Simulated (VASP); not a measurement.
# Ti (Fm-3m) in VASP: notebook

The runs below take Ti through single point, with RPBE.

Program: VASP 6.6.1. These are calculated values, not measurements. Logs are shortened: lines on timing, memory, paths and dates and some standing lists are left out, and cuts for length are marked.

### 1 The cell of the first run

The structure is cubic, space group Fm-3m (No. 225). Conventional cell: a = 4.043 Å, b = 4.043 Å, c = 4.043 Å, α = 90.00°, β = 90.00°, γ = 90.00°. Within 3.8 Å of Ti (site symmetry m-3m) lie 12 Ti at 2.86 Å.

### 2 Single point, RPBE (volume scaled by 0.92)

File INCAR:

```
SYSTEM = Ti
PREC = Accurate
ENCUT = 520
EDIFF = 1E-7
ISMEAR = -1
SIGMA = 0.1
LREAL = .False.
LASPH = .True.
NELM = 80
ALGO = Normal
ISIF = 2
LWAVE = .False.
LCHARG = .True.
GGA = RP
LELF = .True.
LVHAR = .True.
NBANDS = 12
```

File KPOINTS:

```
regular mesh
0
Gamma
  15 15 15
  0 0 0
```

File POSCAR:

```
Ti
1.0
    0.0000000000      2.0216719554      2.0216719554
    2.0216719554      0.0000000000      2.0216719554
    2.0216719554      2.0216719554      0.0000000000
Ti
1
Direct
    0.0000000000      0.0000000000      0.0000000000
```

Potentials or basis: VASP PAW PBE potentials, release 64 (Ti_sv).

On the command line:

```console
cat potpaw_PBE.64/Ti_sv/POTCAR > POTCAR
mpirun -np 1 vasp_std > vasp.out
```

OUTCAR:

```text
SYSTEM = Ti
   PREC = Accurate
   ENCUT = 520
   EDIFF = 1E-7
   ISMEAR = -1
   LREAL = .False.
   LASPH = .True.
   NELM = 80
   ISIF = 2
   GGA = RP

 ion  position               nearest neighbor table
   1  0.000  0.000  0.000-

  LATTYP: Found a face centered cubic cell.
 ALAT       =     4.0433439108

  Lattice vectors:

 A1 = (   0.0000000000,   2.0216719554,   2.0216719554)
 A2 = (   2.0216719554,   0.0000000000,   2.0216719554)
 A3 = (   2.0216719554,   2.0216719554,   0.0000000000)

Analysis of symmetry for initial positions (statically):
=====================================================================
 Subroutine PRICEL returns:
 Original cell was already a primitive cell.

 Routine SETGRP: Setting up the symmetry group for a
 face centered cubic supercell.

 Subroutine GETGRP returns: Found 48 space group operations
 (whereof 48 operations were pure point group operations)
 out of a pool of 48 trial point group operations.

The static configuration has the point symmetry O_h .

Analysis of symmetry for dynamics (positions and initial velocities):
=====================================================================
 Subroutine PRICEL returns:
 Original cell was already a primitive cell.

 Routine SETGRP: Setting up the symmetry group for a
 face centered cubic supercell.

 Subroutine GETGRP returns: Found 48 space group operations
 (whereof 48 operations were pure point group operations)
 out of a pool of 48 trial point group operations.

The dynamic configuration has the point symmetry O_h .

 Subroutine INISYM returns: Found 48 space group operations
 (whereof 48 operations are pure point group operations),
 and found     1 'primitive' translations

----------------------------------------------------------------------------------------

                                     Primitive cell

  volume of cell :      16.5258

  direct lattice vectors                    reciprocal lattice vectors
     0.000000000  2.021671955  2.021671955    -0.247320046  0.247320046  0.247320046
     2.021671955  0.000000000  2.021671955     0.247320046 -0.247320046  0.247320046
     2.021671955  2.021671955  0.000000000     0.247320046  0.247320046 -0.247320046

  length of vectors
     2.859075898  2.859075898  2.859075898     0.428370885  0.428370885  0.428370885

  position of ions in fractional coordinates (direct lattice)
     0.000000000  0.000000000  0.000000000

  ion indices of the primitive-cell ions
   primitive index   ion index
                 1           1

----------------------------------------------------------------------------------------

 KPOINTS: regular mesh

Automatic generation of k-mesh.
 Grid dimensions read from file:
 generate k-points for:   15   15   15

 Generating k-lattice:

  Cartesian coordinates                     Fractional coordinates (reciprocal lattice)
    -0.016488003  0.016488003  0.016488003     0.066666667  0.000000000  0.000000000
     0.016488003 -0.016488003  0.016488003     0.000000000  0.066666667  0.000000000
     0.016488003  0.016488003 -0.016488003     0.000000000  0.000000000  0.066666667

  Length of vectors
     0.028558059  0.028558059  0.028558059

  Shift w.r.t. Gamma in fractional coordinates (k-lattice)
     0.000000000  0.000000000  0.000000000

 Subroutine IBZKPT returns following result:
 ===========================================

 Found    120 irreducible k-points:

 Following reciprocal coordinates:
            Coordinates               Weight
  0.000000  0.000000  0.000000      1.000000
  0.066667  0.000000  0.000000      8.000000
  0.133333  0.000000  0.000000      8.000000
  0.200000  0.000000  0.000000      8.000000
  0.266667  0.000000  0.000000      8.000000
  0.333333  0.000000  0.000000      8.000000
[... 16 lines left out ...]
  0.133333  0.133333  0.000000      6.000000
  0.200000  0.133333  0.000000     24.000000
 [... further k-points ...]
   k-points           NKPTS =    120   k-points in BZ     NKDIM =    120   number of bands    NBANDS=     12
   number of dos      NEDOS =    301   number of ions     NIONS =      1
   total plane-waves  NPLWV =  13824
   dimension x,y,z NGX =    24 NGY =   24 NGZ =   24
   dimension x,y,z NGXF=    48 NGYF=   48 NGZF=   48
   ions per type =               1
   NGX,Y,Z   is equivalent  to a cutoff of  13.96, 13.96, 13.96 a.u.
   NGXF,Y,Z  is equivalent  to a cutoff of  27.91, 27.91, 27.91 a.u.
 SYSTEM =  Ti
   PREC   = accura    normal or accurate (medium, high low for compatibility)
   ISTART =      0    job   : 0-new  1-cont  2-samecut
   ICHARG =      2    charge: 1-file 2-atom 10-const
   ISPIN  =      1    spin polarized calculation?
   LNONCOLLINEAR =      F non collinear calculations
   LSORBIT =      F    spin-orbit coupling
   LASPH  =      T    aspherical Exc in radial PAW
   ENCUT  =  520.0 eV  38.22 Ry    6.18 a.u.   5.32  5.32  5.32*2*pi/ulx,y,z
   NELM   =     80;   NELMIN=  2; NELMDL= -5     # of ELM steps
   EDIFF  = 0.1E-06   stopping-criterion for ELM
   LREAL  =      F    real-space projection
   EDIFFG = 0.1E-05   stopping-criterion for IOM
   NSW    =      0    number of steps for IOM
   IBRION =     -1    ionic relax: 0-MD 1-quasi-New 2-CG
   NFREE  =      0    steps in history (QN), initial steepest desc. (CG)
   ISIF   =      2    stress and relaxation
   ISYM   =      2    0-nonsym 1-usesym 2-fastsym
   POTIM  = 0.5000    time-step for ionic-motion
   TEBEG  =    0.0;   TEEND  =   0.0 temperature during run
   PSTRESS=    0.0 pullay stress
   NELECT =      12.0000    total number of electrons
   NUPDOWN=      -1.0000    fix difference up-down
   EMIN   =  10.00;   EMAX   =-10.00  energy-range for DOS
   EFERMI =   0.00;   METHOD = LEGACY
   ISMEAR =    -1;   SIGMA  =   0.10  broadening in eV -4-tet -1-fermi 0-gaus
   EFERMI_NEDOS =   21; number of points for ismear=-14 and -15
   IALGO  =     38    algorithm
   IMIX   =      4    mixing-type and parameters
     AMIX     =   0.40;   BMIX     =  1.00
     AMIX_MAG =   1.60;   BMIX_MAG =  1.00
  volume/ion in A,a.u.               =      16.53       111.52
  Fermi-wavevector in a.u.,A,eV,Ry     =   1.471458  2.780653 29.459183  2.165189
  Thomas-Fermi vector in A             =   2.586591
   LORBIT       =      0    0 simple, 1 ext, 2 COOP (PROOUT), +10 PAW based schemes
   GGA     = RP    functional components
   LHFCALC =     F    Hartree Fock is set to
   AEXX    =    0.0000 exact exchange contribution
   IVDW    =     0    specifies the selected vdW correction
   LEPSILON=     F    determine dielectric tensor
   LRPA    =     F    only Hartree local field effects (RPA)
 non-spin polarized calculation
  energy-cutoff  :      520.00
  volume of cell :       16.53
 maximum number of plane-waves:       459
 NGX is ok and might be reduce to    24
   NGX = 11   NGY = 11   NGZ = 11

 number of electron      12.0000001 magnetization

 Free energy of the ion-electron system (eV)
  ---------------------------------------------------
  ext. energy  EPLUGINS =         0.00000000
  ---------------------------------------------------
  free energy    TOTEN  =        -7.37038856 eV

  energy without entropy =       -7.31732193  energy(sigma->0) =       -7.34385524

 E-fermi :   8.8757     XC(G=0): -11.6275

 val. band max:        8.8718281985   @ k =   0.2667   0.0667   0.0000
 cond. band min:       8.8848669015   @ k =   0.3333   0.0000   0.0000
 fundamental gap:      0.0130387030
 Fermi energy:         8.8756583092

 k-point     1 :       0.0000    0.0000    0.0000
  band No.  band energies     occupation
      1     -47.8877      2.00000
      2     -23.6191      2.00000
      3     -23.6191      2.00000
      4     -23.6191      2.00000
      5       2.6390      2.00000
      6       9.7910      0.00021
      7       9.7910      0.00021
      8       9.7910      0.00021
      9      11.5449      0.00000
     10      11.5449      0.00000
     11      24.3511      0.00000
     12      29.1113      0.00000

 k-point     2 :       0.0667    0.0000    0.0000
  band No.  band energies     occupation
      1     -47.8814      2.00000
      2     -23.6541      2.00000
      3     -23.6234      2.00000
      4     -23.6234      2.00000
      5       2.7899      2.00000
      6       9.6954      0.00055
      7       9.8461      0.00012
      8       9.8461      0.00012
      9      11.5084      0.00000
     10      11.5084      0.00000
     11      24.4878      0.00000
     12      27.9692      0.00000

 k-point     3 :       0.1333    0.0000    0.0000
  band No.  band energies     occupation
      1     -47.8636      2.00000
      2     -23.7525      2.00000
      3     -23.6356      2.00000
      4     -23.6356      2.00000
      5       3.2265      2.00000
      6       9.4461      0.00664
      7       9.9785      0.00003
      8       9.9785      0.00003
      9      11.4395      0.00000
     10      11.4395      0.00000
     11      24.6693      0.00000
     12      26.1721      0.00000

 k-point     4 :       0.2000    0.0000    0.0000
  band No.  band energies     occupation
      1     -47.8373      2.00000
      2     -23.8954      2.00000
      3     -23.6535      2.00000
      4     -23.6535      2.00000
      5       3.8976      2.00000
      6       9.1390      0.13404
      7      10.0807      0.00001
      8      10.0807      0.00001
      9      11.4614      0.00000
     10      11.4614      0.00000
     11      23.6579      0.00000
     12      25.4041      0.00000

 k-point     5 :       0.2667    0.0000    0.0000
  band No.  band energies     occupation
      1     -47.8068      2.00000
      2     -24.0569      2.00000
      3     -23.6740      2.00000
      4     -23.6740      2.00000
      5       4.7012      2.00000
      6       8.9019      0.86947
      7      10.0416      0.00002
      8      10.0416      0.00002
      9      11.6903      0.00000
     10      11.6903      0.00000
     11      21.8622      0.00000
     12      25.0564      0.00000

 k-point     6 :       0.3333    0.0000    0.0000
  band No.  band energies     occupation
      1     -47.7775      2.00000
      2     -24.2089      2.00000
      3     -23.6934      2.00000
      4     -23.6934      2.00000
      5       5.4580      2.00000
      6       8.8849      0.95399
      7       9.9027      0.00007
      8       9.9027      0.00007
      9      12.0630      0.00000
     10      12.0630      0.00000
     11      20.1156      0.00000
     12      24.4823      0.00000

 k-point     7 :       0.4000    0.0000    0.0000
  band No.  band energies     occupation
      1     -47.7545      2.00000
      2     -24.3260      2.00000
      3     -23.7086      2.00000
      4     -23.7086      2.00000
      5       5.9553      2.00000
      6       9.1754      0.09507
      7       9.7630      0.00028
      8       9.7630      0.00028
      9      12.4261      0.00000
     10      12.4261      0.00000
     11      18.6272      0.00000
     12      23.9484      0.00000

 k-point     8 :       0.4667    0.0000    0.0000
  band No.  band energies     occupation
      1     -47.7418      2.00000
      2     -24.3895      2.00000
      3     -23.7168      2.00000
      4     -23.7168      2.00000
      5       6.1527      2.00000
      6       9.5394      0.00262
      7       9.6812      0.00063
      8       9.6812      0.00063
      9      12.6475      0.00000
     10      12.6475      0.00000
     11      17.7054      0.00000
     12      23.6457      0.00000
[... 166 lines left out ...]
 k-point    20 :      -0.2000    0.0667    0.0000
  band No.  band energies     occupation
      1     -47.8229      2.00000
      2     -23.9542      2.00000
      3     -23.6925      2.00000
      4     -23.6517      2.00000
      5       4.2759      2.00000
      6       8.9749      0.54089
      7      10.0467      0.00002
      8      10.1821      0.00000
      9      11.2157      0.00000
     10      11.8158      0.00000
     11      23.1447      0.00000
     12      25.1796      0.00000

 k-point    21 :      -0.1333    0.0667    0.0000
  band No.  band energies     occupation
      1     -47.8506      2.00000
      2     -23.8096      2.00000
      3     -23.6677      2.00000
      4     -23.6348      2.00000
      5       3.5525      2.00000
      6       9.2632      0.04063
      7      10.0487      0.00002
      8      10.0904      0.00001
      9      11.2021      0.00000
     10      11.6211      0.00000
     11      24.6356      0.00000
     12      25.5535      0.00000

 k-point    22 :      -0.0667    0.0667    0.0000
  band No.  band energies     occupation
      1     -47.8713      2.00000
      2     -23.7029      2.00000
      3     -23.6433      2.00000
      4     -23.6247      2.00000
      5       3.0360      2.00000
      6       9.5369      0.00268
      7       9.9288      0.00005
      8       9.9437      0.00005
      9      11.3572      0.00000
     10      11.5586      0.00000
     11      24.6687      0.00000
     12      26.9711      0.00000

 k-point    23 :       0.1333    0.1333    0.0000
  band No.  band energies     occupation
      1     -47.8556      2.00000
      2     -23.7490      2.00000
      3     -23.6646      2.00000
      4     -23.6646      2.00000
      5       3.4168      2.00000
      6       9.2226      0.06042
      7      10.1504      0.00001
      8      10.1504      0.00001
      9      10.9893      0.00000
     10      11.7195      0.00000
     11      25.0412      0.00000
     12      26.7827      0.00000

 k-point    24 :       0.2000    0.1333    0.0000
  band No.  band energies     occupation
      1     -47.8360      2.00000
      2     -23.8418      2.00000
      3     -23.6876      2.00000
      4     -23.6814      2.00000
      5       3.9098      2.00000
      6       8.9480      0.65311
      7      10.2573      0.00000
      8      10.3279      0.00000
      9      10.8483      0.00000
     10      11.8091      0.00000
     11      24.9988      0.00000
     12      25.6860      0.00000

 [... further k-points ...]
[... 5 lines left out ...]
  --------------------------------------------------------------------------------------
  -------------------------------------------------------------------------------------
  Total        0.9583793      0.9583793      0.9583793     -0.0000000      0.0000000      0.0000000
  in kB       92.9150265     92.9150265     92.9150265     -0.0000000      0.0000000      0.0000000
  external PRESSURE =      92.9150265 kB  Pullay stress =       0.0000000 kB

 VOLUME and BASIS-vectors are now :
 -----------------------------------------------------------------------------
  energy-cutoff  :      520.00
  volume of cell :       16.53
      direct lattice vectors                 reciprocal lattice vectors
     0.000000000  2.021671955  2.021671955    -0.247320046  0.247320046  0.247320046
     2.021671955  0.000000000  2.021671955     0.247320046 -0.247320046  0.247320046
     2.021671955  2.021671955  0.000000000     0.247320046  0.247320046 -0.247320046

 POSITION                                       TOTAL-FORCE (eV/Angst)
 -----------------------------------------------------------------------------------
      0.00000      0.00000      0.00000         0.000000     -0.000000      0.000000
 -----------------------------------------------------------------------------------
    total drift:                                0.000000      0.000000     -0.000000

  FREE ENERGIE OF THE ION-ELECTRON SYSTEM (eV)
  ---------------------------------------------------
  free  energy   TOTEN  =        -7.3703885644 eV

  energy  without entropy=       -7.3173219253  energy(sigma->0) =       -7.34385524
```

Wall time 8.7 s (1 thread of Intel Xeon 6975P-C (Granite Rapids), shared host); peak memory 0.15 GiB.

Results:

```
Free energy            : -7.3704 eV
Pressure               : 9.3 GPa
Band gap on the k mesh : zero (band 6 reaches 9.79 eV, above the bottom of band 7 at 8.59 eV)
```

Caveat: the PAW data sets were made with another functional, which shifts forces and pressure a little.

### 3 Single point, RPBE (volume scaled by 0.96)

File INCAR:

```
PREC     = Accurate       # precision mode
ENCUT    = 520            # plane-wave cutoff, eV
EDIFF    = 1E-6           # SCF threshold, eV
ISMEAR   = -1             # smearing method
SIGMA    = 0.1            # smearing width, eV
LREAL    = F              # projectors in reciprocal space
LASPH    = T              # aspherical terms in the spheres
NELM     = 80             # most SCF steps
ALGO     = Normal         # electronic algorithm
ISIF     = 2              # what is computed and relaxed
LWAVE    = F              # write WAVECAR
LCHARG   = F              # write CHGCAR
GGA      = RP             # functional
NBANDS   = 12             # bands
```

File KPOINTS:

```
Automatic mesh
0
Gamma
  15 15 15
```

File POSCAR:

```
Ti
1.0
    0.0000000000      2.0505568858      2.0505568858
    2.0505568858      0.0000000000      2.0505568858
    2.0505568858      2.0505568858      0.0000000000
Ti
1
Direct
    0.0000000000      0.0000000000      0.0000000000
```

Potentials or basis: VASP PAW PBE potentials, release 64 (Ti_sv).

On the command line:

```console
cat potpaw_PBE.64/Ti_sv/POTCAR > POTCAR
mpirun -np 1 vasp_std > vasp.out
```

It took 7.3 s on 1 thread of Intel Xeon 6975P-C (Granite Rapids), shared host; peak memory 0.15 GiB.

Results (log left out):

* Free energy: -7.4003 eV
* Pressure: 4.1 GPa
* Band gap on the k mesh: zero (band 6 reaches 9.30 eV, above the bottom of band 7 at 8.14 eV)

Levels at points of the mesh, in eV from the Fermi level:
```tsv
k point	band 2	band 3	band 4	band 5	band 6	band 7	band 8	band 9	band 10	band 11
(0.00, 0.00, 0.00)	-32.62	-32.62	-32.62	-6.14	0.89	0.89	0.89	2.55	2.55	15.24
```

Caveat: the PAW data sets were made with another functional, which shifts forces and pressure a little.
